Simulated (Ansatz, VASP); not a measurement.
## Two plane-wave programs on AlGa3N4

INCAR

```
ALGO = Normal
EDIFF = 1E-6
ENCUT = 520
GGA = PS
ISIF = 2
ISMEAR = 0
LASPH = True
LCHARG = True
LELF = True
LREAL = Auto
LUSENCCL = False
LVHAR = True
LWAVE = False
NBANDS = 76
NELM = 60
PREC = Accurate
SIGMA = 0.05
```

File KPOINTS:

```
k-points
0
Gamma
  8 5 3
```

POSCAR

```
AlGa3N4
1.0
    0.0000000000     -3.1649847989      0.0000000000
    0.0035856878      0.0000000000     -5.4784941327
   10.2870929694      0.0000000000     -3.6522690292
Al Ga N
2 6 8
Direct
    0.5000000000     -0.2311536198      0.8456517113
    0.5000000000      0.1021963802      0.3456517113
    0.5000000000      0.6018050221      0.0949083513
    0.5000000000      0.2684550221      0.5949083513
    0.0000000000      0.1051973762      0.0948636924
    0.0000000000     -0.2281526238      0.5948636924
    0.0000000000      0.6036207014      0.3452808907
    0.0000000000      0.2702707014      0.8452808907
    0.5000000000      0.0564161606      0.9051843767
    0.5000000000      0.3897661606      0.4051843767
    0.0000000000     -0.4291881912      0.9041729896
    0.0000000000     -0.0958381912      0.4041729896
    0.0000000000      0.7300639807      0.1555718196
    0.0000000000      0.3967139807      0.6555718196
    0.5000000000      0.2253873469      0.1609661733
    0.5000000000     -0.1079626531      0.6609661733
```

Input for Ansatz:

```yaml
crystal:
  lattice:
    - [0.0, -3.1649847989, 0.0]
    - [0.0035856878, 0.0, -5.4784941327]
    - [10.2870929694, 0.0, -3.6522690292]
  atoms:
    - { symbol: Al, position: [0.5, -0.2311536198, 0.8456517113] }
    - { symbol: Al, position: [0.5, 0.1021963802, 0.3456517113] }
    - { symbol: Ga, position: [0.5, 0.6018050221, 0.0949083513] }
    - { symbol: Ga, position: [0.5, 0.2684550221, 0.5949083513] }
    - { symbol: Ga, position: [0.0, 0.1051973762, 0.0948636924] }
    - { symbol: Ga, position: [0.0, -0.2281526238, 0.5948636924] }
    - { symbol: Ga, position: [0.0, 0.6036207014, 0.3452808907] }
    - { symbol: Ga, position: [0.0, 0.2702707014, 0.8452808907] }
    - { symbol: "N", position: [0.5, 0.0564161606, 0.9051843767] }
    - { symbol: "N", position: [0.5, 0.3897661606, 0.4051843767] }
    - { symbol: "N", position: [0.0, -0.4291881912, 0.9041729896] }
    - { symbol: "N", position: [0.0, -0.0958381912, 0.4041729896] }
    - { symbol: "N", position: [0.0, 0.7300639807, 0.1555718196] }
    - { symbol: "N", position: [0.0, 0.3967139807, 0.6555718196] }
    - { symbol: "N", position: [0.5, 0.2253873469, 0.1609661733] }
    - { symbol: "N", position: [0.5, -0.1079626531, 0.6609661733] }
basis:
  ecutwfc: 420
kpoints:
  mp_grid: { grid: [8, 5, 3] }
hamiltonian:
  xc: pbesol
scf:
  occupations: { method: gaussian, width: 0.05 }
output:
  forces: true
  stress: true
  eigenvalues: true
```

Alike in both runs: task single point; functional PBEsol; k mesh 8 × 5 × 3; occupations gaussian, width 0.05 eV; no spin polarisation.

|  | VASP | Ansatz |
| --- | --- | --- |
| version | VASP 6.6.1 | Ansatz 0.2.0 |
| potentials or method | VASP PAW PBE potentials, release 64 (Al, Ga_d, N), cutoff 520 eV | scalar-relativistic, plane waves, PAW |
| valence electrons in the cell | 124 | 124 |

```tsv
	VASP	Ansatz	Ansatz less VASP
gap on the k mesh at the Fermi level (eV)	1.86	1.84	-0.014
least direct gap on the mesh (eV)	1.86	1.84	-0.014
pressure (GPa)	-1.5	-1.4	+0.11
traceless stress, the component that is largest in VASP (GPa)	4.80	4.78	-0.027
rms of the force components (eV/Å)	0.279	0.275	-0.0032
```

VASP's potentials were made for PBE, not for PBEsol. Atom by atom the forces differ by 0.010 eV/Å (rms over components).
